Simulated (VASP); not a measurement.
# GaAs (I-4m2) in VASP: notebook

The runs below take GaAs through single point, with PBE.

Program: VASP 6.6.1. These are calculated values, not measurements. Logs are shortened: lines on timing, memory, paths and dates and some standing lists are left out, and cuts for length are marked.

### 1 The cell of the first run

The structure is tetragonal, space group I-4m2 (No. 119). The conventional cell has a = 3.998 Å, b = 3.998 Å, c = 5.541 Å, α = 90.00°, β = 90.00°, γ = 90.00°. Ga (site symmetry -4m2) has 4 As at 2.43 Å within 3.2 Å. Within 3.2 Å of As (site symmetry -4m2) lie 4 Ga at 2.43 Å.

### 2 Single point, PBE (z stretched by -2 %, then relaxed in part)

Input file INCAR:

```
SYSTEM = GaAs
  ALGO = Normal
  EDIFF = 1E-7
  ENCUT = 520
  GGA = PE
  ISIF = 2
  ISMEAR = -1
  LASPH = .TRUE.
  LCHARG = .FALSE.
  LREAL = .FALSE.
  LWAVE = .FALSE.
  NBANDS = 16
  NELM = 80
  PREC = Accurate
  SIGMA = 0.02
```

Input file KPOINTS:

```
k-points
0
G
  13 13 13
  0 0 0
```

Input file POSCAR:

```
GaAs
1.0
    0.0000000000      2.8268500000      2.7703130000
    2.8268500000      0.0000000000      2.7703130000
    2.8268500000      2.8268500000      0.0000000000
Ga As
1 1
Direct
    0.0000000000      0.0000000000      0.0000000000
    0.2500000000      0.2500000000      0.2500000000
```

Potentials or basis: VASP PAW PBE potentials, release 64 (Ga_d, As).

Launch:

```bash
> cat potpaw_PBE.64/Ga_d/POTCAR potpaw_PBE.64/As/POTCAR > POTCAR
> mpirun -np 1 vasp_std > vasp.out
```

OUTCAR:

```text
SYSTEM = GaAs
   EDIFF = 1E-7
   ENCUT = 520
   GGA = PE
   ISIF = 2
   ISMEAR = -1
   LASPH = .TRUE.
   LREAL = .FALSE.
   NELM = 80
   PREC = Accurate

 ion  position               nearest neighbor table
   1  0.000  0.000  0.000-   2 2.43   2 2.43   2 2.43   2 2.43
   2  0.250  0.250  0.250-   1 2.43   1 2.43   1 2.43   1 2.43

  LATTYP: Found a body centered tetragonal cell.
 ALAT       =     3.9977696088
 C/A-ratio  =     1.3859292911

  Lattice vectors:

 A1 = (   0.0000000000,  -2.8268500000,  -2.7703130000)
 A2 = (   0.0000000000,   2.8268500000,  -2.7703130000)
 A3 = (   2.8268500000,   0.0000000000,   2.7703130000)

Analysis of symmetry for initial positions (statically):
=====================================================================
 Subroutine PRICEL returns:
 Original cell was already a primitive cell.

 Routine SETGRP: Setting up the symmetry group for a
 body centered tetragonal supercell.

 Subroutine GETGRP returns: Found  8 space group operations
 (whereof  8 operations were pure point group operations)
 out of a pool of 16 trial point group operations.

The static configuration has the point symmetry D_2d.

Analysis of symmetry for dynamics (positions and initial velocities):
=====================================================================
 Subroutine PRICEL returns:
 Original cell was already a primitive cell.

 Routine SETGRP: Setting up the symmetry group for a
 body centered tetragonal supercell.

 Subroutine GETGRP returns: Found  8 space group operations
 (whereof  8 operations were pure point group operations)
 out of a pool of 16 trial point group operations.

The dynamic configuration has the point symmetry D_2d.

 Subroutine INISYM returns: Found  8 space group operations
 (whereof  8 operations are pure point group operations),
 and found     1 'primitive' translations

----------------------------------------------------------------------------------------

                                     Primitive cell

  volume of cell :      44.2756

  direct lattice vectors                    reciprocal lattice vectors
     0.000000000  2.826850000  2.770313000    -0.176875321  0.176875321  0.180485021
     2.826850000  0.000000000  2.770313000     0.176875321 -0.176875321  0.180485021
     2.826850000  2.826850000  0.000000000     0.176875321  0.176875321 -0.180485021

  length of vectors
     3.957993815  3.957993815  3.997769609     0.308455185  0.308455185  0.308455185

  position of ions in fractional coordinates (direct lattice)
     0.000000000  0.000000000  0.000000000
     0.250000000  0.250000000  0.250000000

  ion indices of the primitive-cell ions
   primitive index   ion index
                 1           1
                 2           2

----------------------------------------------------------------------------------------

 KPOINTS: k-points

Automatic generation of k-mesh.
 Grid dimensions read from file:
 generate k-points for:   13   13   13

 Generating k-lattice:

  Cartesian coordinates                     Fractional coordinates (reciprocal lattice)
    -0.013605794  0.013605794  0.013883463     0.076923077  0.000000000  0.000000000
     0.013605794 -0.013605794  0.013883463     0.000000000  0.076923077  0.000000000
     0.013605794  0.013605794 -0.013883463     0.000000000  0.000000000  0.076923077

  Length of vectors
     0.023727322  0.023727322  0.023727322

  Shift w.r.t. Gamma in fractional coordinates (k-lattice)
     0.000000000  0.000000000  0.000000000

 Subroutine IBZKPT returns following result:
 ===========================================

 Found    196 irreducible k-points:

 Following reciprocal coordinates:
            Coordinates               Weight
  0.000000  0.000000  0.000000      1.000000
  0.076923  0.000000  0.000000      8.000000
  0.153846  0.000000  0.000000      8.000000
  0.230769 -0.000000  0.000000      8.000000
  0.307692  0.000000  0.000000      8.000000
  0.384615  0.000000  0.000000      8.000000
[... 16 lines left out ...]
  0.384615  0.153846  0.000000      8.000000
  0.461538  0.153846  0.000000      8.000000
 [... further k-points ...]
   k-points           NKPTS =    196   k-points in BZ     NKDIM =    196   number of bands    NBANDS=     16
   number of dos      NEDOS =    301   number of ions     NIONS =      2
   total plane-waves  NPLWV =  27000
   dimension x,y,z NGX =    30 NGY =   30 NGZ =   30
   dimension x,y,z NGXF=    60 NGYF=   60 NGZF=   60
   ions per type =               1   1
   NGX,Y,Z   is equivalent  to a cutoff of  12.60, 12.60, 12.48 a.u.
   NGXF,Y,Z  is equivalent  to a cutoff of  25.20, 25.20, 24.95 a.u.
 SYSTEM =  GaAs
   PREC   = accura    normal or accurate (medium, high low for compatibility)
   ISTART =      0    job   : 0-new  1-cont  2-samecut
   ICHARG =      2    charge: 1-file 2-atom 10-const
   ISPIN  =      1    spin polarized calculation?
   LNONCOLLINEAR =      F non collinear calculations
   LSORBIT =      F    spin-orbit coupling
   LASPH  =      T    aspherical Exc in radial PAW
   ENCUT  =  520.0 eV  38.22 Ry    6.18 a.u.   7.36  7.36  7.43*2*pi/ulx,y,z
   NELM   =     80;   NELMIN=  2; NELMDL= -5     # of ELM steps
   EDIFF  = 0.1E-06   stopping-criterion for ELM
   LREAL  =      F    real-space projection
   EDIFFG = 0.1E-05   stopping-criterion for IOM
   NSW    =      0    number of steps for IOM
   IBRION =     -1    ionic relax: 0-MD 1-quasi-New 2-CG
   NFREE  =      0    steps in history (QN), initial steepest desc. (CG)
   ISIF   =      2    stress and relaxation
   ISYM   =      2    0-nonsym 1-usesym 2-fastsym
   POTIM  = 0.5000    time-step for ionic-motion
   TEBEG  =    0.0;   TEEND  =   0.0 temperature during run
   PSTRESS=    0.0 pullay stress
   NELECT =      18.0000    total number of electrons
   NUPDOWN=      -1.0000    fix difference up-down
   EMIN   =  10.00;   EMAX   =-10.00  energy-range for DOS
   EFERMI =   0.00;   METHOD = LEGACY
   ISMEAR =    -1;   SIGMA  =   0.02  broadening in eV -4-tet -1-fermi 0-gaus
   EFERMI_NEDOS =   21; number of points for ismear=-14 and -15
   IALGO  =     38    algorithm
   IMIX   =      4    mixing-type and parameters
     AMIX     =   0.40;   BMIX     =  1.00
     AMIX_MAG =   1.60;   BMIX_MAG =  1.00
  volume/ion in A,a.u.               =      22.14       149.39
  Fermi-wavevector in a.u.,A,eV,Ry     =   1.212767  2.291798 20.011517  1.470805
  Thomas-Fermi vector in A             =   2.348241
   LORBIT       =      0    0 simple, 1 ext, 2 COOP (PROOUT), +10 PAW based schemes
   GGA     = PE    functional components
   LHFCALC =     F    Hartree Fock is set to
   AEXX    =    0.0000 exact exchange contribution
   IVDW    =     0    specifies the selected vdW correction
   LEPSILON=     F    determine dielectric tensor
   LRPA    =     F    only Hartree local field effects (RPA)
 non-spin polarized calculation
  energy-cutoff  :      520.00
  volume of cell :       44.28
 maximum number of plane-waves:      1235
 NGX is ok and might be reduce to    30
   NGX = 15   NGY = 15   NGZ = 15

 number of electron      18.0000007 magnetization

 Free energy of the ion-electron system (eV)
  ---------------------------------------------------
  ext. energy  EPLUGINS =         0.00000000
  ---------------------------------------------------
  free energy    TOTEN  =        -8.22563310 eV

  energy without entropy =       -8.22563310  energy(sigma->0) =       -8.22563310

 E-fermi :   4.4981     XC(G=0):  -9.6801

 val. band max:        4.1985084892   @ k =   0.0000   0.0000   0.0000
 cond. band min:       4.7941152041   @ k =   0.0000   0.0000   0.0000
 fundamental gap:      0.5956067149
 Fermi energy:         4.4980602702

 k-point     1 :       0.0000    0.0000    0.0000
  band No.  band energies     occupation
      1     -10.7224      2.00000
      2     -10.7224      2.00000
      3     -10.7173      2.00000
      4     -10.6382      2.00000
      5     -10.6350      2.00000
      6      -8.7492      2.00000
[... 8 lines left out ...]
     15      14.0996      0.00000
     16      14.4794      0.00000

 k-point     2 :       0.0769    0.0000    0.0000
  band No.  band energies     occupation
      1     -10.7272      2.00000
      2     -10.7209      2.00000
      3     -10.7170      2.00000
      4     -10.6383      2.00000
      5     -10.6350      2.00000
      6      -8.6771      2.00000
[... 8 lines left out ...]
     15      13.6402      0.00000
     16      13.9483      0.00000

 k-point     3 :       0.1538    0.0000    0.0000
  band No.  band energies     occupation
      1     -10.7425      2.00000
      2     -10.7169      2.00000
      3     -10.7135      2.00000
      4     -10.6386      2.00000
      5     -10.6350      2.00000
      6      -8.4664      2.00000
[... 8 lines left out ...]
     15      13.1313      0.00000
     16      13.3772      0.00000

 k-point     4 :       0.2308   -0.0000    0.0000
  band No.  band energies     occupation
      1     -10.7628      2.00000
      2     -10.7116      2.00000
      3     -10.7084      2.00000
      4     -10.6384      2.00000
      5     -10.6344      2.00000
      6      -8.1338      2.00000
[... 8 lines left out ...]
     15      13.0704      0.00000
     16      13.3173      0.00000

 k-point     5 :       0.3077    0.0000    0.0000
  band No.  band energies     occupation
      1     -10.7826      2.00000
      2     -10.7068      2.00000
      3     -10.7036      2.00000
      4     -10.6376      2.00000
      5     -10.6330      2.00000
      6      -7.7134      2.00000
[... 8 lines left out ...]
     15      13.5711      0.00000
     16      13.5960      0.00000

 k-point     6 :       0.3846    0.0000    0.0000
  band No.  band energies     occupation
      1     -10.7979      2.00000
      2     -10.7034      2.00000
      3     -10.7003      2.00000
      4     -10.6363      2.00000
      5     -10.6312      2.00000
      6      -7.2761      2.00000
[... 8 lines left out ...]
     15      14.4851      0.00000
     16      14.5674      0.00000

 k-point     7 :       0.4615    0.0000    0.0000
  band No.  band energies     occupation
      1     -10.8062      2.00000
      2     -10.7018      2.00000
      3     -10.6987      2.00000
      4     -10.6352      2.00000
      5     -10.6299      2.00000
      6      -6.9663      2.00000
[... 8 lines left out ...]
     15      15.6538      0.00000
     16      15.8161      0.00000

 k-point     8 :       0.0769    0.0769    0.0000
  band No.  band energies     occupation
      1     -10.7271      2.00000
      2     -10.7195      2.00000
      3     -10.7195      2.00000
      4     -10.6395      2.00000
      5     -10.6341      2.00000
      6      -8.6508      2.00000
[... 8 lines left out ...]
     15      13.3749      0.00000
     16      14.1990      0.00000

 k-point     9 :       0.1538    0.0769    0.0000
  band No.  band energies     occupation
      1     -10.7409      2.00000
      2     -10.7155      2.00000
      3     -10.7154      2.00000
      4     -10.6409      2.00000
      5     -10.6333      2.00000
      6      -8.4843      2.00000
[... 8 lines left out ...]
     15      13.1665      0.00000
     16      13.9437      0.00000
[... 172 lines left out ...]
 k-point    19 :      -0.0769    0.0769    0.0000
  band No.  band energies     occupation
      1     -10.7377      2.00000
      2     -10.7192      2.00000
      3     -10.7124      2.00000
      4     -10.6376      2.00000
      5     -10.6359      2.00000
      6      -8.5611      2.00000
[... 8 lines left out ...]
     15      12.9098      0.00000
     16      13.6015      0.00000

 k-point    20 :       0.1538    0.1538    0.0000
  band No.  band energies     occupation
      1     -10.7515      2.00000
      2     -10.7114      2.00000
      3     -10.7114      2.00000
      4     -10.6436      2.00000
      5     -10.6318      2.00000
      6      -8.3636      2.00000
[... 8 lines left out ...]
     15      13.6937      0.00000
     16      14.4965      0.00000

 k-point    21 :       0.2308    0.1538    0.0000
  band No.  band energies     occupation
      1     -10.7674      2.00000
      2     -10.7062      2.00000
      3     -10.7057      2.00000
      4     -10.6460      2.00000
      5     -10.6303      2.00000
      6      -8.1132      2.00000
[... 8 lines left out ...]
     15      14.5075      0.00000
     16      14.5206      0.00000

 k-point    22 :       0.3077    0.1538    0.0000
  band No.  band energies     occupation
      1     -10.7842      2.00000
      2     -10.7015      2.00000
      3     -10.7003      2.00000
      4     -10.6471      2.00000
      5     -10.6289      2.00000
      6      -7.7541      2.00000
[... 8 lines left out ...]
     15      14.7839      0.00000
     16      14.7940      0.00000

 k-point    23 :       0.3846    0.1538    0.0000
  band No.  band energies     occupation
      1     -10.7986      2.00000
      2     -10.6981      2.00000
      3     -10.6962      2.00000
      4     -10.6463      2.00000
      5     -10.6279      2.00000
      6      -7.3303      2.00000
[... 8 lines left out ...]
     15      14.8370      0.00000
     16      15.5542      0.00000

 k-point    24 :       0.4615    0.1538    0.0000
  band No.  band energies     occupation
      1     -10.8082      2.00000
      2     -10.6961      2.00000
      3     -10.6942      2.00000
      4     -10.6439      2.00000
      5     -10.6279      2.00000
      6      -6.9340      2.00000
[... 8 lines left out ...]
     15      15.7406      0.00000
     16      16.4486      0.00000

 [... further k-points ...]
[... 5 lines left out ...]
  --------------------------------------------------------------------------------------
  -------------------------------------------------------------------------------------
  Total        1.3042629      1.3042629      1.6186992      0.0000000      0.0000000      0.0000000
  in kB       47.1966709     47.1966709     58.5750100      0.0000000      0.0000000      0.0000000
  external PRESSURE =      50.9894506 kB  Pullay stress =       0.0000000 kB

 VOLUME and BASIS-vectors are now :
 -----------------------------------------------------------------------------
  energy-cutoff  :      520.00
  volume of cell :       44.28
      direct lattice vectors                 reciprocal lattice vectors
     0.000000000  2.826850000  2.770313000    -0.176875321  0.176875321  0.180485021
     2.826850000  0.000000000  2.770313000     0.176875321 -0.176875321  0.180485021
     2.826850000  2.826850000  0.000000000     0.176875321  0.176875321 -0.180485021

 POSITION                                       TOTAL-FORCE (eV/Angst)
 -----------------------------------------------------------------------------------
      0.00000      0.00000      0.00000         0.000000      0.000000      0.000000
      1.41342      1.41342      1.38516        -0.000000     -0.000000      0.000000
 -----------------------------------------------------------------------------------
    total drift:                                0.000002      0.000002     -0.000000

  FREE ENERGIE OF THE ION-ELECTRON SYSTEM (eV)
  ---------------------------------------------------
  free  energy   TOTEN  =        -8.2256330965 eV

  energy  without entropy=       -8.2256330963  energy(sigma->0) =       -8.22563310
```

It took 6.1 min on 1 thread of AMD EPYC 7R13, shared host; peak memory 0.25 GiB.

What came out:

```yaml
Free_energy: -8.2256 eV
Pressure: 5.1 GPa
Band_gap_on_the_k_mesh: 0.60 eV, direct
```

Levels at points of the mesh, in eV from the valence-band top:
```tsv
k point	band 5	band 6	band 7	band 8	band 9	band 10	band 11	band 12	band 13	band 14
(0.00, 0.00, 0.00)	-14.83	-12.95	-0.11	-0.11	0.00	0.60	3.63	3.68	3.68	7.57
```

Caveat: the cell differs from its parent crystal (z stretched by -2 %, then relaxed in part).

[end of part 1 of 2]
